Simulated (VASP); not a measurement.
# Sc in VASP: notebook, part 2 of 2

VASP 6.6.1. The steps go on from the part before.

### Step 4. Single point, PBEsol (equal xx and yy strain of +1 %)

INCAR reads:

```
ALGO = Normal
EDIFF = 1E-6
ENCUT = 520
GGA = PS
ISIF = 2
ISMEAR = -1
LASPH = True
LCHARG = False
LREAL = False
LWAVE = False
NBANDS = 12
NELM = 100
PREC = Accurate
SIGMA = 0.03
```

KPOINTS reads:

```
k-points
0
Gamma
  12 12 12
```

POSCAR reads:

```
Sc
1.0
    0.0000000000      2.2932050000      2.2705000000
    2.2932050000      0.0000000000      2.2705000000
    2.2932050000      2.2932050000      0.0000000000
Sc
1
Direct
    0.0000000000      0.0000000000      0.0000000000
```

Potentials or basis: VASP PAW PBE potentials, release 64 (Sc_sv).

On the command line:

```
$ cat potpaw_PBE.64/Sc_sv/POTCAR > POTCAR
$ mpirun -np 1 vasp_std > vasp.out
```

OUTCAR:

```text
EDIFF = 1E-6
   ENCUT = 520
   GGA = PS
   ISIF = 2
   ISMEAR = -1
   LASPH = True
   LREAL = False
   NELM = 100
   PREC = Accurate

 ion  position               nearest neighbor table
   1  0.000  0.000  0.000-

  LATTYP: Found a body centered tetragonal cell.
 ALAT       =     3.2430816123
 C/A-ratio  =     1.4002114479

  Lattice vectors:

 A1 = (   0.0000000000,  -2.2932050000,  -2.2705000000)
 A2 = (   0.0000000000,   2.2932050000,  -2.2705000000)
 A3 = (   2.2932050000,   0.0000000000,   2.2705000000)

Analysis of symmetry for initial positions (statically):
=====================================================================
 Subroutine PRICEL returns:
 Original cell was already a primitive cell.

 Routine SETGRP: Setting up the symmetry group for a
 body centered tetragonal supercell.

 Subroutine GETGRP returns: Found 16 space group operations
 (whereof 16 operations were pure point group operations)
 out of a pool of 16 trial point group operations.

The static configuration has the point symmetry D_4h.

Analysis of symmetry for dynamics (positions and initial velocities):
=====================================================================
 Subroutine PRICEL returns:
 Original cell was already a primitive cell.

 Routine SETGRP: Setting up the symmetry group for a
 body centered tetragonal supercell.

 Subroutine GETGRP returns: Found 16 space group operations
 (whereof 16 operations were pure point group operations)
 out of a pool of 16 trial point group operations.

The dynamic configuration has the point symmetry D_4h.

 Subroutine INISYM returns: Found 16 space group operations
 (whereof 16 operations are pure point group operations),
 and found     1 'primitive' translations

----------------------------------------------------------------------------------------

                                     Primitive cell

  volume of cell :      23.8802

  direct lattice vectors                    reciprocal lattice vectors
     0.000000000  2.293205000  2.270500000    -0.218035457  0.218035457  0.220215811
     2.293205000  0.000000000  2.270500000     0.218035457 -0.218035457  0.220215811
[... 114 lines left out ...]
 non-spin polarized calculation
  energy-cutoff  :      520.00
  volume of cell :       23.88
 maximum number of plane-waves:       657
   NGX = 11   NGY = 11   NGZ = 13

 number of electron      10.9999996 magnetization

 Free energy of the ion-electron system (eV)
  ---------------------------------------------------
  ext. energy  EPLUGINS =         0.00000000
  ---------------------------------------------------
  free energy    TOTEN  =        -6.56176079 eV

  energy without entropy =       -6.55685111  energy(sigma->0) =       -6.55930595

 E-fermi :   3.8195     XC(G=0): -10.1180

 val. band max:        3.7961373942   @ k =  -0.4167   0.0833   0.1667
 cond. band min:       3.8370849987   @ k =   0.5000   0.3333   0.1667
 fundamental gap:      0.0409476045
 Fermi energy:         3.8194993408

 k-point     1 :       0.0000    0.0000    0.0000
  band No.  band energies     occupation
      1     -45.3227      2.00000
      2     -23.8061      2.00000
      3     -23.8061      2.00000
      4     -23.8056      2.00000
      5      -1.4372      2.00000
      6       5.4163      0.00000
      7       5.4163      0.00000
      8       5.4818      0.00000
      9       6.8398      0.00000
     10       6.9175      0.00000
     11      16.5201      0.00000
     12      19.9519      0.00000
[... 331 lines left out ...]
 k-point    24 :      -0.4167    0.1667    0.0000
  band No.  band energies     occupation
      1     -45.2462      2.00000
      2     -24.2101      2.00000
      3     -23.9429      2.00000
      4     -23.8839      2.00000
      5       2.5189      2.00000
      6       3.7490      1.82582
      7       4.9180      0.00000
      8       5.7134      0.00000
      9       7.6253      0.00000
     10       8.5585      0.00000
     11      10.8137      0.00000
     12      15.4391      0.00000

 [... further k-points ...]

------------------------ aborting loop because EDIFF is reached ----------------------------------------

  FORCE on cell =-STRESS in cart. coord.  units (eV):
  Direction    XX          YY          ZZ          XY          YZ          ZX
  --------------------------------------------------------------------------------------
  -------------------------------------------------------------------------------------
  Total       -0.1063873     -0.1063873     -0.0582653      0.0000000      0.0000000      0.0000000
  in kB       -7.1377812     -7.1377812     -3.9091579      0.0000000      0.0000000      0.0000000
  external PRESSURE =      -6.0615735 kB  Pullay stress =       0.0000000 kB

 VOLUME and BASIS-vectors are now :
 -----------------------------------------------------------------------------
  energy-cutoff  :      520.00
  volume of cell :       23.88
      direct lattice vectors                 reciprocal lattice vectors
     0.000000000  2.293205000  2.270500000    -0.218035457  0.218035457  0.220215811
     2.293205000  0.000000000  2.270500000     0.218035457 -0.218035457  0.220215811
     2.293205000  2.293205000  0.000000000     0.218035457  0.218035457 -0.220215811

 POSITION                                       TOTAL-FORCE (eV/Angst)
 -----------------------------------------------------------------------------------
      0.00000      0.00000      0.00000        -0.000000      0.000000      0.000000
 -----------------------------------------------------------------------------------
    total drift:                                0.000000     -0.000000      0.000000

  FREE ENERGIE OF THE ION-ELECTRON SYSTEM (eV)
  ---------------------------------------------------
  free  energy   TOTEN  =        -6.5617607936 eV

  energy  without entropy=       -6.5568511131  energy(sigma->0) =       -6.55930595
```

OSZICAR:

```text
N       E                     dE             d eps       ncg     rms          rms(c)
DAV:   1     0.745496861937E+02    0.74550E+02   -0.51248E+03  3936   0.906E+02
DAV:   2    -0.584456513885E+01   -0.80394E+02   -0.78816E+02  3916   0.283E+02
DAV:   3    -0.728461797117E+01   -0.14401E+01   -0.14030E+01  5276   0.504E+01
DAV:   4    -0.730850966766E+01   -0.23892E-01   -0.23862E-01  4844   0.513E+00
DAV:   5    -0.730890365369E+01   -0.39399E-03   -0.39398E-03  5340   0.633E-01    0.571E+00
DAV:   6    -0.665027116897E+01    0.65863E+00   -0.98565E-01  5908   0.142E+01    0.166E+00
DAV:   7    -0.656735581210E+01    0.82915E-01   -0.18572E-01  6204   0.586E+00    0.555E-01
DAV:   8    -0.656216483388E+01    0.51910E-02   -0.12026E-02  4512   0.157E+00    0.146E-01
DAV:   9    -0.656175352098E+01    0.41131E-03   -0.13515E-03  5908   0.549E-01    0.196E-02
DAV:  10    -0.656176169082E+01   -0.81698E-05   -0.26238E-05  5652   0.556E-02    0.730E-03
DAV:  11    -0.656176079364E+01    0.89718E-06   -0.37067E-06  6104   0.272E-02
   1 F= -.65617608E+01 E0= -.65593060E+01  d E =-.490968E-02
```

stdout:

```text
POSCAR found type information on POSCAR Sc
 POSCAR found :  1 types and       1 ions
 scaLAPACK will be used
 -----------------------------------------------------------------------------
|                                                                             |
|                                                                             |
|     You enforced a specific xc type in the INCAR file but a different       |
|     I HOPE YOU KNOW WHAT YOU ARE DOING!                                     |
|                                                                             |
 -----------------------------------------------------------------------------

 LDA part: xc-table for (Slater+PW92), standard interpolation
 POSCAR, INCAR and KPOINTS ok, starting setup
 FFT: planning ... GRIDC
 FFT: planning ... GRID_SOFT
 FFT: planning ... GRID
 WAVECAR not read
 entering main loop
```

Run time: 24 s. Hardware: 1 thread of Intel Xeon Platinum 8259CL at 2.50GHz (Skylake/Cascade Lake), shared host; peak memory 0.17 GiB.

Results:

```yaml
Free_energy: -6.5618 eV
Pressure: -0.6 GPa
```

Caveat: the cell differs from its parent crystal (equal xx and yy strain of +1 %); the PAW data sets were made with another functional, which shifts forces and pressure a little.

### Step 5. Single point, PBEsol (equal xx and yy strain of +2 %)

INCAR reads:

```
SYSTEM = Sc
  PREC = Accurate
  ENCUT = 520
  EDIFF = 1E-7
  ISMEAR = -1
  SIGMA = 0.03
  LREAL = .FALSE.
  LASPH = .TRUE.
  NELM = 60
  ALGO = Normal
  ISIF = 2
  LWAVE = .FALSE.
  LCHARG = .FALSE.
  GGA = PS
  NBANDS = 12
```

KPOINTS reads:

```
regular mesh
0
G
  12 12 12
  0 0 0
```

POSCAR reads:

```
Sc
1.0
    0.0000000000      2.3159100000      2.2705000000
    2.3159100000      0.0000000000      2.2705000000
    2.3159100000      2.3159100000      0.0000000000
Sc
1
Direct
    0.0000000000      0.0000000000      0.0000000000
```

Potentials or basis: VASP PAW PBE potentials, release 64 (Sc_sv).

On the command line:

```
$ cat potpaw_PBE.64/Sc_sv/POTCAR > POTCAR
$ mpirun -np 1 vasp_std > vasp.out
```

OUTCAR:

```text
SYSTEM = Sc
   PREC = Accurate
   ENCUT = 520
   EDIFF = 1E-7
   ISMEAR = -1
   LREAL = .FALSE.
   LASPH = .TRUE.
   NELM = 60
   ISIF = 2
   GGA = PS

 ion  position               nearest neighbor table
   1  0.000  0.000  0.000-

  LATTYP: Found a body centered tetragonal cell.
 ALAT       =     3.2751913312
 C/A-ratio  =     1.3864838847

  Lattice vectors:

 A1 = (   0.0000000000,  -2.3159100000,  -2.2705000000)
 A2 = (   0.0000000000,   2.3159100000,  -2.2705000000)
 A3 = (   2.3159100000,   0.0000000000,   2.2705000000)

[... 537 lines left out ...]

 [... further k-points ...]

------------------------ aborting loop because EDIFF is reached ----------------------------------------

  FORCE on cell =-STRESS in cart. coord.  units (eV):
  Direction    XX          YY          ZZ          XY          YZ          ZX
  --------------------------------------------------------------------------------------
  -------------------------------------------------------------------------------------
  Total       -0.2775821     -0.2775821     -0.1833647      0.0000000     -0.0000000      0.0000000
  in kB      -18.2602686    -18.2602686    -12.0623369      0.0000000     -0.0000000      0.0000000
  external PRESSURE =     -16.1942914 kB  Pullay stress =       0.0000000 kB

 VOLUME and BASIS-vectors are now :
 -----------------------------------------------------------------------------
  energy-cutoff  :      520.00
  volume of cell :       24.36
      direct lattice vectors                 reciprocal lattice vectors
     0.000000000  2.315910000  2.270500000    -0.215897854  0.215897854  0.220215811
     2.315910000  0.000000000  2.270500000     0.215897854 -0.215897854  0.220215811
     2.315910000  2.315910000  0.000000000     0.215897854  0.215897854 -0.220215811

 POSITION                                       TOTAL-FORCE (eV/Angst)
 -----------------------------------------------------------------------------------
      0.00000      0.00000      0.00000        -0.000000     -0.000000      0.000000
 -----------------------------------------------------------------------------------
    total drift:                                0.000000      0.000000     -0.000000

  FREE ENERGIE OF THE ION-ELECTRON SYSTEM (eV)
  ---------------------------------------------------
  free  energy   TOTEN  =        -6.5582218841 eV

  energy  without entropy=       -6.5532398847  energy(sigma->0) =       -6.55573088
```

stdout:

```text
POSCAR found type information on POSCAR Sc
 POSCAR found :  1 types and       1 ions
 scaLAPACK will be used
 -----------------------------------------------------------------------------
|                                                                             |
|                                                                             |
|     You enforced a specific xc type in the INCAR file but a different       |
|     I HOPE YOU KNOW WHAT YOU ARE DOING!                                     |
|                                                                             |
 -----------------------------------------------------------------------------

 LDA part: xc-table for (Slater+PW92), standard interpolation
 POSCAR, INCAR and KPOINTS ok, starting setup
 FFT: planning ... GRIDC
 FFT: planning ... GRID_SOFT
 FFT: planning ... GRID
 WAVECAR not read
 entering main loop
```

It took 23 s on 1 thread of Intel Xeon Platinum 8259CL at 2.50GHz (Skylake/Cascade Lake), shared host; peak memory 0.17 GiB.

Results:

```yaml
Free_energy: -6.5582 eV
Pressure: -1.6 GPa
```

Caveat: the cell differs from its parent crystal (equal xx and yy strain of +2 %); the PAW data sets were made with another functional, which shifts forces and pressure a little.

### Step 6. Single point, PBEsol (equal xy, yz and zx shear strains of -2 %)

INCAR reads:

```
PREC = Accurate ; ENCUT = 520
EDIFF = 1E-6 ; ISMEAR = -1
SIGMA = 0.03 ; LREAL = False
LASPH = True ; NELM = 100
ALGO = Normal ; ISIF = 2
LWAVE = False ; LCHARG = False
GGA = PS ; NBANDS = 12
```

KPOINTS reads:

```
Automatic mesh
0
Gamma
  12 12 12
```

POSCAR reads:

```
Sc
1.0
   -0.0454100000      2.2477950000      2.2477950000
    2.2477950000     -0.0454100000      2.2477950000
    2.2477950000      2.2477950000     -0.0454100000
Sc
1
Direct
    0.0000000000      0.0000000000      0.0000000000
```

Potentials or basis: VASP PAW PBE potentials, release 64 (Sc_sv).

On the command line:

```
$ cat potpaw_PBE.64/Sc_sv/POTCAR > POTCAR
$ mpirun -np 1 vasp_std > vasp.out
```

Run time: 26 s. Hardware: 1 thread of Intel Xeon Platinum 8259CL at 2.50GHz (Skylake/Cascade Lake), shared host; peak memory 0.17 GiB.

Results (log left out):

```
Free energy : -6.5587 eV
Pressure    : 0.5 GPa
```

Stress tensor (GPa, compression positive):
```
0.51 0.72 0.72
0.72 0.51 0.72
0.72 0.72 0.51
```

Levels at points of the mesh, in eV from the Fermi level:
| k point | band 3 | band 4 | band 5 | band 6 | band 7 | band 8 |
| --- | --- | --- | --- | --- | --- | --- |
| (0.00, 0.00, 0.00) | -27.57 | -27.55 | -5.29 | 1.55 | 1.55 | 1.82 |
| (0.50, 0.00, 0.00) | -27.62 | -27.61 | -1.86 | 0.27 | 1.39 | 1.69 |
| (0.50, 0.50, 0.00) | -27.74 | -27.72 | -1.64 | -0.71 | 2.11 | 4.07 |
| (0.50, 0.50, 0.50) | -27.64 | -27.64 | -1.79 | 0.56 | 1.46 | 1.46 |

Caveat: the cell differs from its parent crystal (equal xy, yz and zx shear strains of -2 %); the PAW data sets were made with another functional, which shifts forces and pressure a little.

### Step 7. The runs side by side

| cell | gap on the mesh (eV) | pressure (GPa) |
| --- | --- | --- |
| a = 3.227, b = 3.227, c = 3.211 Å, angles 60.2, 60.2, 59.7°, 1 atom | none | -0.1 |
| a = 3.243, b = 3.243, c = 3.211 Å, angles 60.3, 60.3, 59.3°, 1 atom | none | -0.6 |
| a = 3.227, b = 3.227, c = 3.243 Å, angles 59.8, 59.8, 60.3°, 1 atom | none | -0.6 |
| a = 3.243, b = 3.243, c = 3.275 Å, angles 59.7, 59.7, 60.7°, 1 atom | none | -1.6 |
| a = 3.179 Å, angles 61.3°, 1 atom | none | 0.5 |

Alike in all rows: task single point; level PBEsol; potentials or basis VASP PAW PBE potentials, release 64 (Sc_sv); no spin polarisation; k mesh 12 × 12 × 12; cutoff (eV) 520; smearing fermi-dirac 0.03 eV.

Caveats: the PAW data sets were made with another functional, which shifts forces and pressure a little.

Total energies depend on the potentials used, so only differences within one code and one set of settings carry meaning.
